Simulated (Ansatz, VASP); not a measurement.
**Two plane-wave programs on C**

```xyz
2
Lattice="0.0000 2.1587 3.6686 1.2463 0.0000 3.6686 1.2463 2.1587 0.0000" Properties=species:S:1:pos:R:3 pbc="T T T"
C     1.2463    0.7197    3.6686
C     1.2463    3.5976    3.6686
```

Change from the starting cell: strain +0.015 along x and y, +0.030 along z, atoms carried along.

Alike in both runs: task single point; functional r2SCAN; k mesh 14 × 14 × 14; occupations gaussian, width 0.05 eV; no spin polarisation.

|  | VASP | Ansatz |
| --- | --- | --- |
| version | VASP 6.6.1 | Ansatz 0.2.0 |
| potentials or method | VASP PAW PBE potentials, release 64 (C), cutoff 520 eV | scalar-relativistic, plane waves, PAW |
| valence electrons in the cell | 8 | 8 |

|  | VASP | Ansatz | Ansatz less VASP |
| --- | --- | --- | --- |
| gap on the k mesh at the Fermi level (eV) | 0.69 | 0.69 | -0.001 |
| least direct gap on the mesh (eV) | 0.80 | 0.80 | -0.001 |
| pressure (GPa) | -10.5 | -11.0 | -0.59 |
| traceless stress, the component that is largest in VASP (GPa) | 9.96 | 10.64 | +0.679 |

VASP's potentials were made for PBE, not for r2SCAN.
